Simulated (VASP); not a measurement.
# BN (P1) in VASP: notebook

Runs on BN. Level: PBE. Tasks: single point.

Everything below comes from runs of VASP 6.6.1. Logs are shortened: lines on timing, memory, paths and dates and some standing lists are left out, and cuts for length are marked.

## (1) The cell of the first run

The typed cell holds 4 atoms: a = 2.563 Å, b = 2.563 Å, c = 4.439 Å, α = 73.22°, β = 73.22°, γ = 60.00°.

## (2) Single point, PBE (mode 4 frozen in at -0.068 Å and mode 5 at -0.068 Å (largest displacements))

INCAR

```
SYSTEM = BN
PREC = Accurate ; ENCUT = 520
EDIFF = 1E-6 ; ISMEAR = 0
SIGMA = 0.05 ; LREAL = .FALSE.
LASPH = .TRUE. ; NELM = 100
ALGO = Normal ; ISIF = 2
LWAVE = .FALSE. ; LCHARG = .FALSE.
GGA = PE ; NBANDS = 16
```

KPOINTS

```
Automatic mesh
0
G
  6 6 6
  0 0 0
```

POSCAR

```
BN
1.0
    0.0000000000     -1.8123937734     -1.8123937734
   -1.8123937734      0.0000000000     -1.8123937734
    1.8123937734      1.8123937734     -3.6247875468
B N
2 2
Direct
    0.0228459890      0.0194429520      0.0000000000
    0.4771540110      0.4805570480      0.5000000000
    0.3983797929      0.3948972428      0.8750000000
    0.8516202071      0.8551027572      0.3750000000
```

Potentials or basis: VASP PAW PBE potentials, release 64 (B, N).

Run with:

```sh
cat potpaw_PBE.64/B/POTCAR potpaw_PBE.64/N/POTCAR > POTCAR
mpirun -np 1 vasp_std > vasp.out
```

OUTCAR:

```text
SYSTEM = BN
   PREC = Accurate
   ENCUT = 520
   EDIFF = 1E-6
   ISMEAR = 0
   LREAL = .FALSE.
   LASPH = .TRUE.
   NELM = 100
   ISIF = 2
   GGA = PE

 ion  position               nearest neighbor table
   1  0.023  0.019  0.000-   3 1.57   3 1.57   3 1.57   4 1.58
   2  0.477  0.481  0.500-   4 1.57   4 1.57   4 1.57   3 1.58
   3  0.398  0.395  0.875-   1 1.57   1 1.57   1 1.57   2 1.58
   4  0.852  0.855  0.375-   2 1.57   2 1.57   2 1.57   1 1.58

  LATTYP: Found a trigonal (rhomboedric) cell.
 ALAT       =     4.4394399578
 COS(alpha) =     0.8333333333

  Lattice vectors:

 A1 = (   1.8123937734,   3.6247875468,  -1.8123937734)
 A2 = (   3.6247875468,   1.8123937734,  -1.8123937734)
 A3 = (   1.8123937734,   1.8123937734,  -3.6247875468)

Analysis of symmetry for initial positions (statically):
=====================================================================
 Subroutine PRICEL returns:
 Original cell was already a primitive cell.

 Routine SETGRP: Setting up the symmetry group for a
 trigonal (rhombohedral) supercell.

 Subroutine GETGRP returns: Found  1 space group operations
 (whereof  1 operations were pure point group operations)
 out of a pool of 12 trial point group operations.

The static configuration has the point symmetry C_1 .

Analysis of symmetry for dynamics (positions and initial velocities):
=====================================================================
 Subroutine PRICEL returns:
 Original cell was already a primitive cell.

 Routine SETGRP: Setting up the symmetry group for a
 trigonal (rhombohedral) supercell.

 Subroutine GETGRP returns: Found  1 space group operations
 (whereof  1 operations were pure point group operations)
 out of a pool of 12 trial point group operations.

The dynamic configuration has the point symmetry C_1 .

 Subroutine INISYM returns: Found  1 space group operations
 (whereof  1 operations are pure point group operations),
 and found     1 'primitive' translations

----------------------------------------------------------------------------------------

                                     Primitive cell

  volume of cell :      23.8132

  direct lattice vectors                    reciprocal lattice vectors
     0.000000000 -1.812393773 -1.812393773     0.137939119 -0.413817356 -0.137939119
    -1.812393773  0.000000000 -1.812393773    -0.413817356  0.137939119 -0.137939119
     1.812393773  1.812393773 -3.624787547     0.137939119  0.137939119 -0.137939119

  length of vectors
     2.563111855  2.563111855  4.439439958     0.457492301  0.457492301  0.238917562

  position of ions in fractional coordinates (direct lattice)
     0.022845989  0.019442952  0.000000000
     0.477154011  0.480557048  0.500000000
     0.398379793  0.394897243  0.875000000
     0.851620207  0.855102757  0.375000000

  ion indices of the primitive-cell ions
   primitive index   ion index
                 1           1
                 2           2
                 3           3
                 4           4

----------------------------------------------------------------------------------------

 KPOINTS: Automatic mesh

Automatic generation of k-mesh.
 Grid dimensions read from file:
 generate k-points for:    6    6    6

 Generating k-lattice:

  Cartesian coordinates                     Fractional coordinates (reciprocal lattice)
     0.022989853 -0.068969559 -0.022989853     0.166666667  0.000000000 -0.000000000
    -0.068969559  0.022989853 -0.022989853     0.000000000  0.166666667 -0.000000000
     0.022989853  0.022989853 -0.022989853     0.000000000  0.000000000  0.166666667

  Length of vectors
     0.076248717  0.076248717  0.039819594

  Shift w.r.t. Gamma in fractional coordinates (k-lattice)
     0.000000000  0.000000000  0.000000000

 Subroutine IBZKPT returns following result:
 ===========================================

 Found    112 irreducible k-points:

 Following reciprocal coordinates:
            Coordinates               Weight
  0.000000  0.000000  0.000000      1.000000
  0.166667  0.000000  0.000000      2.000000
  0.000000  0.166667  0.000000      2.000000
 -0.166667 -0.166667 -0.166667      2.000000
  0.333333  0.000000 -0.000000      2.000000
  0.000000  0.333333 -0.000000      2.000000
[... 16 lines left out ...]
 -0.166667  0.500000 -0.000000      2.000000
 -0.333333  0.500000  0.500000      2.000000
 [... further k-points ...]
   k-points           NKPTS =    112   k-points in BZ     NKDIM =    112   number of bands    NBANDS=     16
   number of dos      NEDOS =    301   number of ions     NIONS =      4
   total plane-waves  NPLWV =  14400
   dimension x,y,z NGX =    20 NGY =   20 NGZ =   36
   dimension x,y,z NGXF=    40 NGYF=   40 NGZF=   72
   ions per type =               2   2
   NGX,Y,Z   is equivalent  to a cutoff of  12.97, 12.97, 13.48 a.u.
   NGXF,Y,Z  is equivalent  to a cutoff of  25.94, 25.94, 26.96 a.u.
 SYSTEM =  BN
   PREC   = accura    normal or accurate (medium, high low for compatibility)
   ISTART =      0    job   : 0-new  1-cont  2-samecut
   ICHARG =      2    charge: 1-file 2-atom 10-const
   ISPIN  =      1    spin polarized calculation?
   LNONCOLLINEAR =      F non collinear calculations
   LSORBIT =      F    spin-orbit coupling
   LASPH  =      T    aspherical Exc in radial PAW
   ENCUT  =  520.0 eV  38.22 Ry    6.18 a.u.   4.77  4.77  8.25*2*pi/ulx,y,z
   NELM   =    100;   NELMIN=  2; NELMDL= -5     # of ELM steps
   EDIFF  = 0.1E-05   stopping-criterion for ELM
   LREAL  =      F    real-space projection
   EDIFFG = 0.1E-04   stopping-criterion for IOM
   NSW    =      0    number of steps for IOM
   IBRION =     -1    ionic relax: 0-MD 1-quasi-New 2-CG
   NFREE  =      0    steps in history (QN), initial steepest desc. (CG)
   ISIF   =      2    stress and relaxation
   ISYM   =      2    0-nonsym 1-usesym 2-fastsym
   POTIM  = 0.5000    time-step for ionic-motion
   TEBEG  =    0.0;   TEEND  =   0.0 temperature during run
   PSTRESS=    0.0 pullay stress
   NELECT =      16.0000    total number of electrons
   NUPDOWN=      -1.0000    fix difference up-down
   EMIN   =  10.00;   EMAX   =-10.00  energy-range for DOS
   EFERMI =   0.00;   METHOD = LEGACY
   ISMEAR =     0;   SIGMA  =   0.05  broadening in eV -4-tet -1-fermi 0-gaus
   EFERMI_NEDOS =   21; number of points for ismear=-14 and -15
   IALGO  =     38    algorithm
   IMIX   =      4    mixing-type and parameters
     AMIX     =   0.40;   BMIX     =  1.00
     AMIX_MAG =   1.60;   BMIX_MAG =  1.00
  volume/ion in A,a.u.               =       5.95        40.17
  Fermi-wavevector in a.u.,A,eV,Ry     =   1.433867  2.709616 27.973240  2.055975
  Thomas-Fermi vector in A             =   2.553338
   LORBIT       =      0    0 simple, 1 ext, 2 COOP (PROOUT), +10 PAW based schemes
   GGA     = PE    functional components
   LHFCALC =     F    Hartree Fock is set to
   AEXX    =    0.0000 exact exchange contribution
   IVDW    =     0    specifies the selected vdW correction
   LEPSILON=     F    determine dielectric tensor
   LRPA    =     F    only Hartree local field effects (RPA)
 non-spin polarized calculation
 Gauss-broadening in eV      SIGMA  =   0.05
  energy-cutoff  :      520.00
  volume of cell :       23.81
 maximum number of plane-waves:       663
   NGX =  9   NGY =  9   NGZ = 17

 number of electron      16.0000002 magnetization

 Free energy of the ion-electron system (eV)
  ---------------------------------------------------
  ext. energy  EPLUGINS =         0.00000000
  ---------------------------------------------------
  free energy    TOTEN  =       -34.70563455 eV

  energy without entropy =      -34.70563455  energy(sigma->0) =      -34.70563455

 E-fermi :   7.7041     XC(G=0): -12.7924

 val. band max:        7.4233601146   @ k =   0.0000   0.0000   0.0000
 cond. band min:      11.6995171094   @ k =   0.5000   0.5000   0.0000
 fundamental gap:      4.2761569948
 Fermi energy:         7.7041086041

 k-point     1 :       0.0000    0.0000    0.0000
  band No.  band energies     occupation
      1     -12.8254      2.00000
      2      -8.6319      2.00000
      3      -3.2794      2.00000
      4       5.4247      2.00000
      5       5.4550      2.00000
      6       7.1925      2.00000
[... 8 lines left out ...]
     15      18.2678      0.00000
     16      22.6040      0.00000

 k-point     2 :       0.1667    0.0000    0.0000
  band No.  band energies     occupation
      1     -12.2138      2.00000
      2      -8.2694      2.00000
      3      -2.5905      2.00000
      4       3.2316      2.00000
      5       4.7664      2.00000
      6       5.0238      2.00000
[... 8 lines left out ...]
     15      19.8319      0.00000
     16      22.8686      0.00000

 k-point     3 :       0.0000    0.1667    0.0000
  band No.  band energies     occupation
      1     -12.2137      2.00000
      2      -8.2699      2.00000
      3      -2.5899      2.00000
      4       3.2322      2.00000
      5       4.7643      2.00000
      6       5.0269      2.00000
[... 8 lines left out ...]
     15      19.8530      0.00000
     16      22.8764      0.00000

 k-point     4 :      -0.1667   -0.1667   -0.1667
  band No.  band energies     occupation
      1     -12.2148      2.00000
      2      -8.2650      2.00000
      3      -2.5958      2.00000
      4       3.2260      2.00000
      5       4.7908      2.00000
      6       4.9915      2.00000
[... 8 lines left out ...]
     15      19.5688      0.00000
     16      22.7922      0.00000
[... 324 lines left out ...]
 k-point    22 :      -0.1667    0.3333   -0.1667
  band No.  band energies     occupation
      1      -8.8391      2.00000
      2      -7.4870      2.00000
      3      -1.5901      2.00000
      4      -0.1020      2.00000
      5       1.2898      2.00000
      6       1.8703      2.00000
[... 8 lines left out ...]
     15      22.7651      0.00000
     16      23.6218      0.00000

 k-point    23 :      -0.1667    0.5000   -0.0000
  band No.  band energies     occupation
      1      -8.8373      2.00000
      2      -7.4884      2.00000
      3      -1.5993      2.00000
      4      -0.1102      2.00000
      5       1.3224      2.00000
      6       1.8808      2.00000
[... 8 lines left out ...]
     15      23.0138      0.00000
     16      23.6083      0.00000

 k-point    24 :      -0.3333    0.5000    0.5000
  band No.  band energies     occupation
      1      -8.8750      2.00000
      2      -7.4203      2.00000
      3      -1.6537      2.00000
      4      -0.1628      2.00000
      5       1.2829      2.00000
      6       2.0241      2.00000
[... 8 lines left out ...]
     15      22.7371      0.00000
     16      23.6028      0.00000

 [... further k-points ...]
[... 5 lines left out ...]
  --------------------------------------------------------------------------------------
  -------------------------------------------------------------------------------------
  Total        0.1703902      0.1197911     -0.3207121      0.0318713     -0.1232062     -0.1139227
  in kB       11.4640351      8.0596707    -21.5778508      2.1443374     -8.2894426     -7.6648430
  external PRESSURE =      -0.6847150 kB  Pullay stress =       0.0000000 kB

 VOLUME and BASIS-vectors are now :
 -----------------------------------------------------------------------------
  energy-cutoff  :      520.00
  volume of cell :       23.81
      direct lattice vectors                 reciprocal lattice vectors
     0.000000000 -1.812393773 -1.812393773     0.137939119 -0.413817356 -0.137939119
    -1.812393773  0.000000000 -1.812393773    -0.413817356  0.137939119 -0.137939119
     1.812393773  1.812393773 -3.624787547     0.137939119  0.137939119 -0.137939119

 POSITION                                       TOTAL-FORCE (eV/Angst)
 -----------------------------------------------------------------------------------
     -0.03524     -0.04141     -0.07664         0.332595      0.386891      0.709380
      0.03524      0.04141     -3.54814        -0.313593     -0.371889     -0.687565
      0.87014      0.86382     -4.60942         0.430673      0.508886      0.931438
     -0.87014     -0.86382     -4.45255        -0.449675     -0.523888     -0.953253
 -----------------------------------------------------------------------------------
    total drift:                               -0.000038     -0.000050      0.000026

  FREE ENERGIE OF THE ION-ELECTRON SYSTEM (eV)
  ---------------------------------------------------
  free  energy   TOTEN  =       -34.7056345489 eV

  energy  without entropy=      -34.7056345489  energy(sigma->0) =      -34.70563455
```

Wall time 67 s (1 thread of AMD EPYC, shared host); peak memory 0.12 GiB.

Results:

```
Free energy            : -34.7056 eV
Pressure               : -0.1 GPa
Largest force          : 1.177 eV/Å
Band gap on the k mesh : 4.28 eV, indirect (least direct gap 6.24 eV)
```

Forces on the atoms (eV/Å):
```
B    0.333  0.387  0.709
B   -0.314 -0.372 -0.688
N    0.431  0.509  0.931
N   -0.450 -0.524 -0.953
```

Caveat: the k points lie up to 0.48 Å⁻¹ apart; the cell differs from its parent crystal (mode 4 frozen in at -0.068 Å and mode 5 at -0.068 Å (largest displacements)); forces of over 1 eV/Å act on the atoms, so gaps and moduli don't describe the material at rest. A k mesh can miss the band edges.

[end of part 1 of 2]
